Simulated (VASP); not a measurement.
# In (Fd-3m) in VASP: a series of runs

In is run at these levels: revPBE; tasks: single point, relaxation of cell and atoms.

Program: VASP 6.6.1. These are calculated values, not measurements. Logs are shortened: lines on timing, memory, paths and dates and some standing lists are left out, and cuts for length are marked.

## (1) The cell of the first run

It takes space group Fd-3m (No. 227, cubic). The conventional cell has a = 7.089 Å, b = 7.089 Å, c = 7.089 Å, α = 90.00°, β = 90.00°, γ = 90.00°. Within 4.0 Å of In (site symmetry -43m) lie 4 In at 3.07 Å.

This isn't the form of In at room conditions, which is tetragonal.

## (2) Single point, revPBE (44.54 Å³/atom)

Input file INCAR:

```
SYSTEM = In
PREC = Accurate
ENCUT = 520
EDIFF = 1E-6
ISMEAR = -1
SIGMA = 0.1
LREAL = .FALSE.
LASPH = .TRUE.
NELM = 80
ALGO = Normal
ISIF = 2
LWAVE = .FALSE.
LCHARG = .TRUE.
GGA = RE
LELF = .TRUE.
LVHAR = .TRUE.
NBANDS = 20
```

Input file KPOINTS:

```
Automatic mesh
0
G
  9 9 9
  0 0 0
```

Input file POSCAR:

```
In
1.0
    0.0000000000      3.5446204116      3.5446204116
    3.5446204116      0.0000000000      3.5446204116
    3.5446204116      3.5446204116      0.0000000000
In
2
Direct
    0.1250000000      0.1250000000      0.1250000000
    0.8750000000      0.8750000000      0.8750000000
```

Potentials or basis: VASP PAW PBE potentials, release 64 (In_d).

The run is started by

```bash
cat potpaw_PBE.64/In_d/POTCAR > POTCAR
mpirun -np 1 vasp_std > vasp.out
```

OUTCAR:

```text
SYSTEM = In
   PREC = Accurate
   ENCUT = 520
   EDIFF = 1E-6
   ISMEAR = -1
   LREAL = .FALSE.
   LASPH = .TRUE.
   NELM = 80
   ISIF = 2
   GGA = RE

 ion  position               nearest neighbor table
   1  0.125  0.125  0.125-   2 3.07   2 3.07   2 3.07   2 3.07
   2  0.875  0.875  0.875-   1 3.07   1 3.07   1 3.07   1 3.07

  LATTYP: Found a face centered cubic cell.
 ALAT       =     7.0892408232

  Lattice vectors:

 A1 = (   0.0000000000,   3.5446204116,   3.5446204116)
 A2 = (   3.5446204116,   0.0000000000,   3.5446204116)
 A3 = (   3.5446204116,   3.5446204116,   0.0000000000)

Analysis of symmetry for initial positions (statically):
=====================================================================
 Subroutine PRICEL returns:
 Original cell was already a primitive cell.

 Routine SETGRP: Setting up the symmetry group for a
 face centered cubic supercell.

 Subroutine GETGRP returns: Found 48 space group operations
 (whereof 12 operations were pure point group operations)
 out of a pool of 48 trial point group operations.

The static configuration has the point symmetry D_3d.
 The point group associated with its full space group is O_h .

Analysis of symmetry for dynamics (positions and initial velocities):
=====================================================================
 Subroutine PRICEL returns:
 Original cell was already a primitive cell.

 Routine SETGRP: Setting up the symmetry group for a
 face centered cubic supercell.

 Subroutine GETGRP returns: Found 48 space group operations
 (whereof 12 operations were pure point group operations)
 out of a pool of 48 trial point group operations.

The dynamic configuration has the point symmetry D_3d.
 The point group associated with its full space group is O_h .

 Subroutine INISYM returns: Found 48 space group operations
 (whereof 12 operations are pure point group operations),
 and found     1 'primitive' translations

----------------------------------------------------------------------------------------

                                     Primitive cell

  volume of cell :      89.0716

  direct lattice vectors                    reciprocal lattice vectors
     0.000000000  3.544620412  3.544620412    -0.141058828  0.141058828  0.141058828
     3.544620412  0.000000000  3.544620412     0.141058828 -0.141058828  0.141058828
     3.544620412  3.544620412  0.000000000     0.141058828  0.141058828 -0.141058828
[... 74 lines left out ...]
 SYSTEM =  In
   PREC   = accura    normal or accurate (medium, high low for compatibility)
   ISTART =      0    job   : 0-new  1-cont  2-samecut
   ICHARG =      2    charge: 1-file 2-atom 10-const
   ISPIN  =      1    spin polarized calculation?
   LNONCOLLINEAR =      F non collinear calculations
   LSORBIT =      F    spin-orbit coupling
   LASPH  =      T    aspherical Exc in radial PAW
   ENCUT  =  520.0 eV  38.22 Ry    6.18 a.u.   9.32  9.32  9.32*2*pi/ulx,y,z
   NELM   =     80;   NELMIN=  2; NELMDL= -5     # of ELM steps
   EDIFF  = 0.1E-05   stopping-criterion for ELM
   LREAL  =      F    real-space projection
   EDIFFG = 0.1E-04   stopping-criterion for IOM
   NSW    =      0    number of steps for IOM
   IBRION =     -1    ionic relax: 0-MD 1-quasi-New 2-CG
   NFREE  =      0    steps in history (QN), initial steepest desc. (CG)
   ISIF   =      2    stress and relaxation
   ISYM   =      2    0-nonsym 1-usesym 2-fastsym
   POTIM  = 0.5000    time-step for ionic-motion
   TEBEG  =    0.0;   TEEND  =   0.0 temperature during run
   PSTRESS=    0.0 pullay stress
   NELECT =      26.0000    total number of electrons
   NUPDOWN=      -1.0000    fix difference up-down
   EMIN   =  10.00;   EMAX   =-10.00  energy-range for DOS
   EFERMI =   0.00;   METHOD = LEGACY
   ISMEAR =    -1;   SIGMA  =   0.10  broadening in eV -4-tet -1-fermi 0-gaus
   EFERMI_NEDOS =   21; number of points for ismear=-14 and -15
   IALGO  =     38    algorithm
   IMIX   =      4    mixing-type and parameters
     AMIX     =   0.40;   BMIX     =  1.00
     AMIX_MAG =   1.60;   BMIX_MAG =  1.00
  volume/ion in A,a.u.               =      44.54       300.54
  Fermi-wavevector in a.u.,A,eV,Ry     =   1.085974  2.052194 16.045897  1.179340
  Thomas-Fermi vector in A             =   2.222100
   LORBIT       =      0    0 simple, 1 ext, 2 COOP (PROOUT), +10 PAW based schemes
   GGA     = RE    functional components
   LHFCALC =     F    Hartree Fock is set to
   AEXX    =    0.0000 exact exchange contribution
   IVDW    =     0    specifies the selected vdW correction
   LEPSILON=     F    determine dielectric tensor
   LRPA    =     F    only Hartree local field effects (RPA)
 non-spin polarized calculation
  energy-cutoff  :      520.00
  volume of cell :       89.07
 maximum number of plane-waves:      2424
 NGX is ok and might be reduce to    40
   NGX = 19   NGY = 19   NGZ = 19

 number of electron      26.0000010 magnetization

 Free energy of the ion-electron system (eV)
  ---------------------------------------------------
  ext. energy  EPLUGINS =         0.00000000
  ---------------------------------------------------
  free energy    TOTEN  =        -3.86721788 eV

  energy without entropy =       -3.79721762  energy(sigma->0) =       -3.83221775

 E-fermi :   2.7083     XC(G=0):  -7.5379

 val. band max:        2.6957616908   @ k =  -0.3333   0.1111   0.0000
 cond. band min:       2.7254685117   @ k =   0.3333   0.3333   0.0000
 fundamental gap:      0.0297068209
 Fermi energy:         2.7083413136

 k-point     1 :       0.0000    0.0000    0.0000
  band No.  band energies     occupation
      1     -11.8759      2.00000
      2     -11.8759      2.00000
      3     -11.8759      2.00000
      4     -11.8315      2.00000
      5     -11.8315      2.00000
      6     -11.5685      2.00000
[... 541 lines left out ...]
     19      11.3041      0.00000
     20      12.5072      0.00000

 [... further k-points ...]
[... 5 lines left out ...]
  --------------------------------------------------------------------------------------
  -------------------------------------------------------------------------------------
  Total       -0.7765802     -0.7765802     -0.7765802     -0.0000000      0.0000000      0.0000000
  in kB      -13.9687549    -13.9687549    -13.9687549     -0.0000000      0.0000000      0.0000000
  external PRESSURE =     -13.9687549 kB  Pullay stress =       0.0000000 kB

 VOLUME and BASIS-vectors are now :
 -----------------------------------------------------------------------------
  energy-cutoff  :      520.00
  volume of cell :       89.07
      direct lattice vectors                 reciprocal lattice vectors
     0.000000000  3.544620412  3.544620412    -0.141058828  0.141058828  0.141058828
     3.544620412  0.000000000  3.544620412     0.141058828 -0.141058828  0.141058828
     3.544620412  3.544620412  0.000000000     0.141058828  0.141058828 -0.141058828

 POSITION                                       TOTAL-FORCE (eV/Angst)
 -----------------------------------------------------------------------------------
      0.88616      0.88616      0.88616         0.000000     -0.000000      0.000000
      6.20309      6.20309      6.20309        -0.000000      0.000000     -0.000000
 -----------------------------------------------------------------------------------
    total drift:                                0.000000      0.000000     -0.000000

  FREE ENERGIE OF THE ION-ELECTRON SYSTEM (eV)
  ---------------------------------------------------
  free  energy   TOTEN  =        -3.8672178802 eV

  energy  without entropy=       -3.7972176228  energy(sigma->0) =       -3.83221775
```

It took 91 s on 1 thread of Intel Xeon 8259CL, shared host; peak memory 0.25 GiB.

Results:

* Free energy: -3.8672 eV
* Pressure: -1.4 GPa
* Band gap on the k mesh: zero (bands 13 and 14 overlap by 2.43 eV)

Caveat: the PAW data sets were made with another functional, which shifts forces and pressure a little; spin-orbit coupling is left out, which moves the levels of the heavy elements.

## (3) Relaxation of cell and atoms, revPBE

This run uses another cell than the first one, of 35.29 Å³/atom.

Input file INCAR:

```
SYSTEM = In
ALGO = Normal ; EDIFF = 1E-6
EDIFFG = -0.01 ; ENCUT = 600
GGA = RE ; IBRION = 2
ISIF = 3 ; ISMEAR = -1
LASPH = .True. ; LCHARG = .False.
LREAL = .False. ; LWAVE = .False.
NELM = 100 ; NSW = 80
PREC = Accurate ; SIGMA = 0.1
```

Input file KPOINTS:

```
k-points
0
Gamma
  8 8 8
  0 0 0
```

Input file POSCAR:

```
In
1.0
    0.0000000000      3.2801942926      3.2801942926
    3.2801942926      0.0000000000      3.2801942926
    3.2801942926      3.2801942926      0.0000000000
In
2
Direct
    0.1250000000      0.1250000000      0.1250000000
    0.8750000000      0.8750000000      0.8750000000
```

Potentials or basis: VASP PAW PBE potentials, release 64 (In_d).

The run is started by

```bash
cat potpaw_PBE.64/In_d/POTCAR > POTCAR
mpirun -np 1 vasp_std > vasp.out
```

OUTCAR:

```text
SYSTEM = In
   EDIFF = 1E-6
   EDIFFG = -0.01
   ENCUT = 600
   GGA = RE
   IBRION = 2
   ISIF = 3
   ISMEAR = -1
   LASPH = .True.
   LREAL = .False.
   NELM = 100
   NSW = 80
   PREC = Accurate

 ion  position               nearest neighbor table
   1  0.125  0.125  0.125-   2 2.84   2 2.84   2 2.84   2 2.84
   2  0.875  0.875  0.875-   1 2.84   1 2.84   1 2.84   1 2.84

  LATTYP: Found a face centered cubic cell.
 ALAT       =     6.5603885852

  Lattice vectors:

 A1 = (   0.0000000000,   3.2801942926,   3.2801942926)
 A2 = (   3.2801942926,   0.0000000000,   3.2801942926)
 A3 = (   3.2801942926,   3.2801942926,   0.0000000000)

Analysis of symmetry for initial positions (statically):
=====================================================================
 Subroutine PRICEL returns:
 Original cell was already a primitive cell.

 Routine SETGRP: Setting up the symmetry group for a
 face centered cubic supercell.

 Subroutine GETGRP returns: Found 48 space group operations
 (whereof 12 operations were pure point group operations)
 out of a pool of 48 trial point group operations.

The static configuration has the point symmetry D_3d.
 The point group associated with its full space group is O_h .

Analysis of symmetry for dynamics (positions and initial velocities):
=====================================================================
 Subroutine PRICEL returns:
 Original cell was already a primitive cell.

 Routine SETGRP: Setting up the symmetry group for a
 face centered cubic supercell.

 Subroutine GETGRP returns: Found 48 space group operations
 (whereof 12 operations were pure point group operations)
 out of a pool of 48 trial point group operations.

The dynamic configuration has the point symmetry D_3d.
 The point group associated with its full space group is O_h .

 Subroutine INISYM returns: Found 48 space group operations
 (whereof 12 operations are pure point group operations),
[... 119 lines left out ...]
  Thomas-Fermi vector in A             =   2.309930
   LORBIT       =      0    0 simple, 1 ext, 2 COOP (PROOUT), +10 PAW based schemes
   GGA     = RE    functional components
   LHFCALC =     F    Hartree Fock is set to
   AEXX    =    0.0000 exact exchange contribution
   IVDW    =     0    specifies the selected vdW correction
   LEPSILON=     F    determine dielectric tensor
   LRPA    =     F    only Hartree local field effects (RPA)
 conjugate gradient relaxation of ions
 non-spin polarized calculation
  energy-cutoff  :      600.00
  volume of cell :       70.59
 maximum number of plane-waves:      2397
 NGX is ok and might be reduce to    40
   NGX = 19   NGY = 19   NGZ = 19

--------------------------------------- Ionic step        1  -------------------------------------------

 number of electron      25.9999997 magnetization

 Free energy of the ion-electron system (eV)
  ---------------------------------------------------
  ext. energy  EPLUGINS =         0.00000000
  ---------------------------------------------------
  free energy    TOTEN  =        -3.83488166 eV

  energy without entropy =       -3.78298593  energy(sigma->0) =       -3.80893379

------------------------ aborting loop because EDIFF is reached ----------------------------------------

  FORCE on cell =-STRESS in cart. coord.  units (eV):
  Direction    XX          YY          ZZ          XY          YZ          ZX
  --------------------------------------------------------------------------------------
  -------------------------------------------------------------------------------------
  Total        1.3464134      1.3464134      1.3464134      0.0000000      0.0000000      0.0000000
  in kB       30.5604898     30.5604898     30.5604898      0.0000000      0.0000000      0.0000000
  external PRESSURE =      30.5604898 kB  Pullay stress =       0.0000000 kB
[... 95 lines left out ...]
--------------------------------------- Ionic step        4  -------------------------------------------

 number of electron      25.9999996 magnetization

 Free energy of the ion-electron system (eV)
  ---------------------------------------------------
  ext. energy  EPLUGINS =         0.00000000
  ---------------------------------------------------
  free energy    TOTEN  =        -3.90768328 eV

  energy without entropy =       -3.84511676  energy(sigma->0) =       -3.87640002

 E-fermi :   3.4293     XC(G=0):  -8.0170

 val. band max:        3.4129372659   @ k =  -0.3750   0.3750   0.0000
 cond. band min:       3.4770081493   @ k =  -0.2500   0.1250   0.0000
 fundamental gap:      0.0640708834
 Fermi energy:         3.4293097254

 k-point     1 :       0.0000    0.0000    0.0000
  band No.  band energies     occupation
      1     -11.1917      2.00000
      2     -11.1917      2.00000
      3     -11.1917      2.00000
      4     -11.1356      2.00000
      5     -11.1356      2.00000
      6     -10.7860      2.00000
[... 457 lines left out ...]
      4     -11.0326      2.00000
      5     -11.0091      2.00000
      6     -10.9210      2.00000
[... 9 lines left out ...]
     16       7.7838      0.00000
     17       9.6397      0.00000

 [... further k-points ...]
[... 5 lines left out ...]
  --------------------------------------------------------------------------------------
  -------------------------------------------------------------------------------------
  Total        0.0136664      0.0136664      0.0136664     -0.0000000      0.0000000      0.0000000
  in kB        0.2760967      0.2760967      0.2760967     -0.0000000      0.0000000      0.0000000
  external PRESSURE =       0.2760967 kB  Pullay stress =       0.0000000 kB
[... 17 lines left out ...]
  FREE ENERGIE OF THE ION-ELECTRON SYSTEM (eV)
  ---------------------------------------------------
  free  energy   TOTEN  =        -3.9076832794 eV

  energy  without entropy=       -3.8451167602  energy(sigma->0) =       -3.87640002

 reached required accuracy - stopping structural energy minimisation
```

OSZICAR:

```text
N       E                     dE             d eps       ncg     rms          rms(c)
DAV:   1     0.202235153428E+03    0.20224E+03   -0.14358E+04   986   0.210E+03
DAV:   2     0.922305312233E+01   -0.19301E+03   -0.19132E+03   994   0.395E+02
DAV:   3    -0.347709175592E+01   -0.12700E+02   -0.12653E+02  1162   0.125E+02
DAV:   4    -0.382865849637E+01   -0.35157E+00   -0.35137E+00  1169   0.248E+01
[... 35 lines left out ...]
DAV:   3    -0.390773413824E+01    0.16609E-02   -0.61098E-03  1248   0.139E+00    0.126E-01
DAV:   4    -0.390773021961E+01    0.39186E-05   -0.87117E-05   992   0.944E-02    0.111E-01
DAV:   5    -0.390768025115E+01    0.49968E-04   -0.76185E-05   988   0.567E-02    0.532E-02
DAV:   6    -0.390768315622E+01   -0.29051E-05   -0.20926E-05   871   0.251E-02    0.167E-02
DAV:   7    -0.390768327936E+01   -0.12314E-06   -0.14846E-06   725   0.201E-02
   4 F= -.39076833E+01 E0= -.38764000E+01  d E =-.728016E-01
```

CONTCAR:

```text
In
   1.00000000000000
     0.0000000000000000    3.4100239027023802    3.4100239027023802
     3.4100239027023802    0.0000000000000000    3.4100239027023802
     3.4100239027023802    3.4100239027023802    0.0000000000000000
  In
     2
Direct
     0.1250000000000000    0.1250000000000000    0.1250000000000000
     0.8750000000000000    0.8750000000000000    0.8750000000000000

  0.00000000E+00  0.00000000E+00  0.00000000E+00
  0.00000000E+00  0.00000000E+00  0.00000000E+00
```

Run time: 3.8 min. Hardware: 1 thread of Intel Xeon 8259CL, shared host; peak memory 0.26 GiB.

Results:

```
Free energy                           : -3.9077 eV
Relaxed volume                        : 39.65 Å³/atom
Relaxed cell                          : a = 4.823 Å, b = 4.823 Å, c = 4.823 Å, α = 60.00°, β = 60.00°, γ = 60.00°
Space group after relaxing (to 0.1 Å) : Fd-3m (No. 227)
Energy gained by relaxing             : 36.4 meV/atom
Ionic steps                           : 4
Pressure after relaxing               : 0.0 GPa
Band gap on the k mesh                : zero (bands 13 and 14 overlap by 3.14 eV)
```

Step by step:
```tsv
step	energy change (eV)	largest force (eV/Å)	pressure (GPa)	volume (Å³)
1	0.0000	0.0000	3.06	70.59
2	-0.0708	0.0000	0.44	77.69
3	-0.0727	0.0000	-0.14	79.83
4	-0.0728	0.0000	0.03	79.31
```

Final structure:
```
CELL_PARAMETERS angstrom
0.00000 3.41002 3.41002
3.41002 0.00000 3.41002
3.41002 3.41002 0.00000
ATOMIC_POSITIONS crystal
In 0.12500 0.12500 0.12500
In 0.87500 0.87500 0.87500
```

Levels at points of the mesh, in eV from the Fermi level:
```
           k point  band 11  band 12  band 13  band 14  band 15  band 16
(0.00, 0.00, 0.00)    -7.65     1.65     2.15     2.15     2.15     3.83
(0.50, 0.00, 0.00)    -6.09    -3.78     0.96     0.96     1.90     4.72
(0.50, 0.50, 0.00)    -4.75    -4.75    -0.37    -0.37     2.39     2.39
```

Caveat: the PAW data sets were made with another functional, which shifts forces and pressure a little; spin-orbit coupling is left out, which moves the levels of the heavy elements.

(Continued in part 2 of 2.)
